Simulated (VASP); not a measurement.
# Ge (Fd-3m) in VASP: settings compared

Aim: see how the results for Ge move with the level of theory and the settings. Levels: LDA, RPBE+D4, PBE exchange alone, r2SCAN. Tasks: single point.

All numbers are computed with VASP 6.6.1; they aren't measurements. Logs are shortened: lines on timing, memory, paths and dates and some standing lists are left out, and cuts for length are marked.

**Measured values to compare with.**

“Temperature-dependent photoluminescence in Ge: experiment and theory”, 2020, arxiv:2003.00143 reports, for a bulk crystal of Ge at 0 K: band gap 0.744 eV (indirect).

The results are compared with them further down.

## 1. The cell of the first run

Symmetry: Fd-3m, No. 227, cubic system. Conventional cell: a = 5.622 Å, b = 5.622 Å, c = 5.622 Å, α = 90.00°, β = 90.00°, γ = 90.00°. Ge (site symmetry -43m) has 4 Ge at 2.43 Å within 3.2 Å.

## 2. Single point, LDA

INCAR reads:

```
SYSTEM = Ge
ALGO = Normal
EDIFF = 1E-6
ENCUT = 520
ISIF = 2
ISMEAR = -1
LASPH = .True.
LCHARG = .True.
LELF = .True.
LREAL = .False.
LVHAR = .True.
LWAVE = .False.
NBANDS = 21
NELM = 100
PREC = Accurate
SIGMA = 0.05
```

KPOINTS reads:

```
k-points
0
Gamma
  8 8 8
  0 0 0
```

POSCAR reads:

```
Ge
1.0
    0.0000000000      2.8108598481      2.8108598481
    2.8108598481      0.0000000000      2.8108598481
    2.8108598481      2.8108598481      0.0000000000
Ge
2
Direct
    0.7500000000      0.7500000000      0.7500000000
    0.5000000000      0.5000000000      0.5000000000
```

Potentials or basis: VASP PAW LDA potentials, release 64 (Ge_d).

On the command line:

```console
cat potpaw_LDA.64/Ge_d/POTCAR > POTCAR
mpirun -np 1 vasp_std > vasp.out
```

OUTCAR:

```text
SYSTEM = Ge
   EDIFF = 1E-6
   ENCUT = 520
   ISIF = 2
   ISMEAR = -1
   LASPH = .True.
   LREAL = .False.
   NELM = 100
   PREC = Accurate

 ion  position               nearest neighbor table
   1  0.750  0.750  0.750-   2 2.43   2 2.43   2 2.43   2 2.43
   2  0.500  0.500  0.500-   1 2.43   1 2.43   1 2.43   1 2.43

  LATTYP: Found a face centered cubic cell.
 ALAT       =     5.6217196962

  Lattice vectors:

 A1 = (   0.0000000000,   2.8108598481,   2.8108598481)
 A2 = (   2.8108598481,   0.0000000000,   2.8108598481)
 A3 = (   2.8108598481,   2.8108598481,   0.0000000000)

Analysis of symmetry for initial positions (statically):
=====================================================================
 Subroutine PRICEL returns:
 Original cell was already a primitive cell.

 Routine SETGRP: Setting up the symmetry group for a
 face centered cubic supercell.

 Subroutine GETGRP returns: Found 48 space group operations
 (whereof 24 operations were pure point group operations)
 out of a pool of 48 trial point group operations.

The static configuration has the point symmetry T_d .
 The point group associated with its full space group is O_h .

Analysis of symmetry for dynamics (positions and initial velocities):
=====================================================================
 Subroutine PRICEL returns:
 Original cell was already a primitive cell.

 Routine SETGRP: Setting up the symmetry group for a
 face centered cubic supercell.

 Subroutine GETGRP returns: Found 48 space group operations
 (whereof 24 operations were pure point group operations)
 out of a pool of 48 trial point group operations.

The dynamic configuration has the point symmetry T_d .
 The point group associated with its full space group is O_h .

 Subroutine INISYM returns: Found 48 space group operations
 (whereof 24 operations are pure point group operations),
 and found     1 'primitive' translations

----------------------------------------------------------------------------------------

                                     Primitive cell

  volume of cell :      44.4168

  direct lattice vectors                    reciprocal lattice vectors
     0.000000000  2.810859848  2.810859848    -0.177881512  0.177881512  0.177881512
     2.810859848  0.000000000  2.810859848     0.177881512 -0.177881512  0.177881512
     2.810859848  2.810859848  0.000000000     0.177881512  0.177881512 -0.177881512

  length of vectors
     3.975156119  3.975156119  3.975156119     0.308099817  0.308099817  0.308099817

  position of ions in fractional coordinates (direct lattice)
     0.750000000  0.750000000  0.750000000
     0.500000000  0.500000000  0.500000000

  ion indices of the primitive-cell ions
   primitive index   ion index
                 1           1
                 2           2

----------------------------------------------------------------------------------------

 KPOINTS: k-points

Automatic generation of k-mesh.
 Grid dimensions read from file:
 generate k-points for:    8    8    8

 Generating k-lattice:

  Cartesian coordinates                     Fractional coordinates (reciprocal lattice)
    -0.022235189  0.022235189  0.022235189     0.125000000  0.000000000  0.000000000
     0.022235189 -0.022235189  0.022235189     0.000000000  0.125000000  0.000000000
     0.022235189  0.022235189 -0.022235189     0.000000000  0.000000000  0.125000000

  Length of vectors
     0.038512477  0.038512477  0.038512477

  Shift w.r.t. Gamma in fractional coordinates (k-lattice)
     0.000000000  0.000000000  0.000000000

 Subroutine IBZKPT returns following result:
 ===========================================

 Found     29 irreducible k-points:

 Following reciprocal coordinates:
            Coordinates               Weight
  0.000000  0.000000  0.000000      1.000000
  0.125000  0.000000  0.000000      8.000000
  0.250000  0.000000  0.000000      8.000000
  0.375000  0.000000  0.000000      8.000000
  0.500000  0.000000  0.000000      4.000000
  0.125000  0.125000  0.000000      6.000000
[... 16 lines left out ...]
  0.500000  0.250000  0.125000     48.000000
 -0.375000  0.250000  0.125000     24.000000
 [... further k-points ...]
   k-points           NKPTS =     29   k-points in BZ     NKDIM =     29   number of bands    NBANDS=     21
   number of dos      NEDOS =    301   number of ions     NIONS =      2
   total plane-waves  NPLWV =  27000
   dimension x,y,z NGX =    30 NGY =   30 NGZ =   30
   dimension x,y,z NGXF=    60 NGYF=   60 NGZF=   60
   ions per type =               2
   NGX,Y,Z   is equivalent  to a cutoff of  12.55, 12.55, 12.55 a.u.
   NGXF,Y,Z  is equivalent  to a cutoff of  25.09, 25.09, 25.09 a.u.
 SYSTEM =  Ge
   PREC   = accura    normal or accurate (medium, high low for compatibility)
   ISTART =      0    job   : 0-new  1-cont  2-samecut
   ICHARG =      2    charge: 1-file 2-atom 10-const
   ISPIN  =      1    spin polarized calculation?
   LNONCOLLINEAR =      F non collinear calculations
   LSORBIT =      F    spin-orbit coupling
   LASPH  =      T    aspherical Exc in radial PAW
   ENCUT  =  520.0 eV  38.22 Ry    6.18 a.u.   7.39  7.39  7.39*2*pi/ulx,y,z
   NELM   =    100;   NELMIN=  2; NELMDL= -5     # of ELM steps
   EDIFF  = 0.1E-05   stopping-criterion for ELM
   LREAL  =      F    real-space projection
   EDIFFG = 0.1E-04   stopping-criterion for IOM
   NSW    =      0    number of steps for IOM
   IBRION =     -1    ionic relax: 0-MD 1-quasi-New 2-CG
   NFREE  =      0    steps in history (QN), initial steepest desc. (CG)
   ISIF   =      2    stress and relaxation
   ISYM   =      2    0-nonsym 1-usesym 2-fastsym
   POTIM  = 0.5000    time-step for ionic-motion
   TEBEG  =    0.0;   TEEND  =   0.0 temperature during run
   PSTRESS=    0.0 pullay stress
   NELECT =      28.0000    total number of electrons
   NUPDOWN=      -1.0000    fix difference up-down
   EMIN   =  10.00;   EMAX   =-10.00  energy-range for DOS
   EFERMI =   0.00;   METHOD = LEGACY
   ISMEAR =    -1;   SIGMA  =   0.05  broadening in eV -4-tet -1-fermi 0-gaus
   EFERMI_NEDOS =   21; number of points for ismear=-14 and -15
   IALGO  =     38    algorithm
   IMIX   =      4    mixing-type and parameters
     AMIX     =   0.40;   BMIX     =  1.00
     AMIX_MAG =   1.60;   BMIX_MAG =  1.00
  volume/ion in A,a.u.               =      22.21       149.87
  Fermi-wavevector in a.u.,A,eV,Ry     =   1.403713  2.652633 26.809058  1.970410
  Thomas-Fermi vector in A             =   2.526347
   LORBIT       =      0    0 simple, 1 ext, 2 COOP (PROOUT), +10 PAW based schemes
   GGA     = CA    functional components
   LHFCALC =     F    Hartree Fock is set to
   AEXX    =    0.0000 exact exchange contribution
   IVDW    =     0    specifies the selected vdW correction
   LEPSILON=     F    determine dielectric tensor
   LRPA    =     F    only Hartree local field effects (RPA)
 non-spin polarized calculation
  energy-cutoff  :      520.00
  volume of cell :       44.42
 maximum number of plane-waves:      1243
 NGX is ok and might be reduce to    30
   NGX = 15   NGY = 15   NGZ = 15

 number of electron      28.0000032 magnetization

 Free energy of the ion-electron system (eV)
  ---------------------------------------------------
  ext. energy  EPLUGINS =         0.00000000
  ---------------------------------------------------
  free energy    TOTEN  =       -10.38072032 eV

  energy without entropy =      -10.37978799  energy(sigma->0) =      -10.38025416

 E-fermi :   4.9436     XC(G=0): -10.3783

 val. band max:        4.9145747750   @ k =   0.0000   0.0000   0.0000
 cond. band min:       4.9465621707   @ k =   0.0000   0.0000   0.0000
 fundamental gap:      0.0319873957
 Fermi energy:         4.9436340814

 k-point     1 :       0.0000    0.0000    0.0000
  band No.  band energies     occupation
      1     -20.0531      2.00000
      2     -20.0531      2.00000
      3     -20.0531      2.00000
      4     -20.0149      2.00000
      5     -20.0149      2.00000
      6     -19.7936      2.00000
[... 13 lines left out ...]
     20      14.5160      0.00000
     21      14.5160      0.00000

 k-point     2 :       0.1250    0.0000    0.0000
  band No.  band energies     occupation
      1     -20.0616      2.00000
      2     -20.0616      2.00000
      3     -20.0504      2.00000
      4     -20.0029      2.00000
      5     -20.0029      2.00000
      6     -19.8058      2.00000
[... 13 lines left out ...]
     20      13.5404      0.00000
     21      13.5404      0.00000

 k-point     3 :       0.2500    0.0000    0.0000
  band No.  band energies     occupation
      1     -20.0721      2.00000
      2     -20.0721      2.00000
      3     -20.0440      2.00000
      4     -19.9848      2.00000
      5     -19.9848      2.00000
      6     -19.8201      2.00000
[... 13 lines left out ...]
     20      13.2794      0.00000
     21      13.2794      0.00000

 k-point     4 :       0.3750    0.0000    0.0000
  band No.  band energies     occupation
      1     -20.0774      2.00000
      2     -20.0774      2.00000
      3     -20.0374      2.00000
      4     -19.9738      2.00000
      5     -19.9738      2.00000
      6     -19.8275      2.00000
[... 13 lines left out ...]
     20      14.4745      0.00000
     21      14.4745      0.00000

 k-point     5 :       0.5000    0.0000    0.0000
  band No.  band energies     occupation
      1     -20.0787      2.00000
      2     -20.0787      2.00000
      3     -20.0346      2.00000
      4     -19.9708      2.00000
      5     -19.9708      2.00000
      6     -19.8291      2.00000
[... 13 lines left out ...]
     20      16.0582      0.00000
     21      16.1895      0.00000
[... 382 lines left out ...]
     20      16.5434      0.00000
     21      17.8518      0.00000

 k-point    22 :       0.3750    0.2500    0.1250
  band No.  band energies     occupation
      1     -20.0832      2.00000
      2     -20.0804      2.00000
      3     -20.0355      2.00000
      4     -19.9767      2.00000
      5     -19.9467      2.00000
      6     -19.8740      2.00000
[... 13 lines left out ...]
     20      14.9833      0.00000
     21      15.3559      0.00000

 k-point    23 :       0.5000    0.2500    0.1250
  band No.  band energies     occupation
      1     -20.0956      2.00000
      2     -20.0873      2.00000
      3     -20.0126      2.00000
      4     -19.9610      2.00000
      5     -19.9333      2.00000
      6     -19.8830      2.00000
[... 13 lines left out ...]
     20      14.5672      0.00000
     21      16.4420      0.00000

 k-point    24 :      -0.3750    0.2500    0.1250
  band No.  band energies     occupation
      1     -20.1011      2.00000
      2     -20.0887      2.00000
      3     -20.0023      2.00000
      4     -19.9495      2.00000
      5     -19.9349      2.00000
      6     -19.8776      2.00000
[... 13 lines left out ...]
     20      15.8447      0.00000
     21      16.4267      0.00000

 [... further k-points ...]

------------------------ aborting loop because EDIFF is reached ----------------------------------------

  FORCE on cell =-STRESS in cart. coord.  units (eV):
  Direction    XX          YY          ZZ          XY          YZ          ZX
  --------------------------------------------------------------------------------------
  -------------------------------------------------------------------------------------
  Total        0.0627431      0.0627431      0.0627431      0.0000000      0.0000000      0.0000000
  in kB        2.2632324      2.2632324      2.2632324      0.0000000      0.0000000      0.0000000
  external PRESSURE =       2.2632324 kB  Pullay stress =       0.0000000 kB

 VOLUME and BASIS-vectors are now :
 -----------------------------------------------------------------------------
  energy-cutoff  :      520.00
  volume of cell :       44.42
      direct lattice vectors                 reciprocal lattice vectors
     0.000000000  2.810859848  2.810859848    -0.177881512  0.177881512  0.177881512
     2.810859848  0.000000000  2.810859848     0.177881512 -0.177881512  0.177881512
     2.810859848  2.810859848  0.000000000     0.177881512  0.177881512 -0.177881512

 POSITION                                       TOTAL-FORCE (eV/Angst)
 -----------------------------------------------------------------------------------
      4.21629      4.21629      4.21629         0.000000      0.000000      0.000000
      2.81086      2.81086      2.81086        -0.000000     -0.000000     -0.000000
 -----------------------------------------------------------------------------------
    total drift:                                0.000000     -0.000000     -0.000000

  FREE ENERGIE OF THE ION-ELECTRON SYSTEM (eV)
  ---------------------------------------------------
  free  energy   TOTEN  =       -10.3807203177 eV

  energy  without entropy=      -10.3797879933  energy(sigma->0) =      -10.38025416
```

Run time: 11 s. Hardware: 1 thread of Intel Xeon 6975P-C (Granite Rapids), shared host; peak memory 0.14 GiB.

Results:

```
Free energy            : -10.3807 eV
Pressure               : 0.2 GPa
Band gap on the k mesh : 0.03 eV, direct
```

## 3. Single point, RPBE+D4

This run uses another cell than the first one, of 22.83 Å³/atom, 1.028 times its volume.

INCAR reads:

```
SYSTEM = Ge
  PREC = Accurate
  ENCUT = 520
  EDIFF = 1E-6
  ISMEAR = -1
  SIGMA = 0.05
  LREAL = .False.
  LASPH = .True.
  NELM = 60
  ALGO = Normal
  ISIF = 2
  LWAVE = .False.
  LCHARG = .False.
  GGA = RP
  IVDW = 13
  NBANDS = 21
```

KPOINTS reads:

```
Automatic mesh
0
Gamma
  8 8 8
  0 0 0
```

POSCAR reads:

```
Ge
1.0
    0.0000000000      2.8367071609      2.8367071609
    2.8367071609      0.0000000000      2.8367071609
    2.8367071609      2.8367071609      0.0000000000
Ge
2
Direct
    0.7500000000      0.7500000000      0.7500000000
    0.5000000000      0.5000000000      0.5000000000
```

Potentials or basis: VASP PAW PBE potentials, release 64 (Ge_d).

On the command line:

```console
cat potpaw_PBE.64/Ge_d/POTCAR > POTCAR
mpirun -np 1 vasp_std > vasp.out
```

OUTCAR:

```text
SYSTEM = Ge
   PREC = Accurate
   ENCUT = 520
   EDIFF = 1E-6
   ISMEAR = -1
   LREAL = .False.
   LASPH = .True.
   NELM = 60
   ISIF = 2
   GGA = RP
   IVDW = 13

 ion  position               nearest neighbor table
   1  0.750  0.750  0.750-   2 2.46   2 2.46   2 2.46   2 2.46
   2  0.500  0.500  0.500-   1 2.46   1 2.46   1 2.46   1 2.46

  LATTYP: Found a face centered cubic cell.
 ALAT       =     5.6734143218

  Lattice vectors:

 A1 = (   0.0000000000,   2.8367071609,   2.8367071609)
 A2 = (   2.8367071609,   0.0000000000,   2.8367071609)
 A3 = (   2.8367071609,   2.8367071609,   0.0000000000)

Analysis of symmetry for initial positions (statically):
=====================================================================
 Subroutine PRICEL returns:
 Original cell was already a primitive cell.

 Routine SETGRP: Setting up the symmetry group for a
 face centered cubic supercell.

 Subroutine GETGRP returns: Found 48 space group operations
 (whereof 24 operations were pure point group operations)
 out of a pool of 48 trial point group operations.

The static configuration has the point symmetry T_d .
 The point group associated with its full space group is O_h .

Analysis of symmetry for dynamics (positions and initial velocities):
[... 160 lines left out ...]
 E-fermi :   5.0925     XC(G=0):  -9.7085

 val. band max:        5.0234473769   @ k =   0.0000   0.0000   0.0000
 cond. band min:       5.0977766501   @ k =   0.0000   0.0000   0.0000
 fundamental gap:      0.0743292732
 Fermi energy:         5.0924853231

 k-point     1 :       0.0000    0.0000    0.0000
  band No.  band energies     occupation
      1     -19.8049      2.00000
      2     -19.8049      2.00000
      3     -19.8049      2.00000
      4     -19.7699      2.00000
      5     -19.7699      2.00000
      6     -19.5645      2.00000
[... 565 lines left out ...]
     20      16.0626      0.00000
     21      16.5121      0.00000

 [... further k-points ...]

------------------------ aborting loop because EDIFF is reached ----------------------------------------

  DFT-D4 for vdW energy calculation

  Edisp (eV):   -1.20314

  FORCE on cell =-STRESS in cart. coord.  units (eV):
  Direction    XX          YY          ZZ          XY          YZ          ZX
  --------------------------------------------------------------------------------------
  -------------------------------------------------------------------------------------
  Total      -0.05220    -0.05220    -0.05220     0.00000     0.00000     0.00000
  in kB      -1.83191    -1.83191    -1.83191     0.00000     0.00000     0.00000
  external pressure =       -1.83 kB  Pullay stress =        0.00 kB

 VOLUME and BASIS-vectors are now :
 -----------------------------------------------------------------------------
  energy-cutoff  :      520.00
  volume of cell :       45.65
      direct lattice vectors                 reciprocal lattice vectors
     0.000000000  2.836707161  2.836707161    -0.176260704  0.176260704  0.176260704
     2.836707161  0.000000000  2.836707161     0.176260704 -0.176260704  0.176260704
     2.836707161  2.836707161  0.000000000     0.176260704  0.176260704 -0.176260704

 POSITION                                       TOTAL-FORCE (eV/Angst)
 -----------------------------------------------------------------------------------
      4.25506      4.25506      4.25506         0.000000      0.000000      0.000000
      2.83671      2.83671      2.83671        -0.000000     -0.000000     -0.000000
 -----------------------------------------------------------------------------------
    total drift:                                0.000000     -0.000000     -0.000000

  FREE ENERGIE OF THE ION-ELECTRON SYSTEM (eV)
  ---------------------------------------------------
  free  energy   TOTEN  =        -9.5125385802 eV

  energy  without entropy=       -9.5119677930  energy(sigma->0) =       -9.51225319
```

stdout:

```text
POSCAR found type information on POSCAR Ge
 POSCAR found :  1 types and       2 ions
 scaLAPACK will be used
 -----------------------------------------------------------------------------
|                                                                             |
|                                                                             |
|     You enforced a specific xc type in the INCAR file but a different       |
|     I HOPE YOU KNOW WHAT YOU ARE DOING!                                     |
|                                                                             |
 -----------------------------------------------------------------------------

 LDA part: xc-table for (Slater+PW92), standard interpolation
 POSCAR, INCAR and KPOINTS ok, starting setup
 FFT: planning ... GRIDC
 FFT: planning ... GRID_SOFT
 FFT: planning ... GRID
 WAVECAR not read
 entering main loop
```

Run time: 12 s. Hardware: 1 thread of Intel Xeon 6975P-C (Granite Rapids), shared host; peak memory 0.17 GiB.

What came out:

```yaml
Free_energy: -9.5125 eV
Pressure: -0.2 GPa
Dispersion_energy_per_atom: -0.602 eV
```

Caveat: the PAW data sets were made with another functional, which shifts forces and pressure a little; pairwise dispersion overbinds metals, which lowers pressure and volume.

(Part 1 of 2 ends here.)
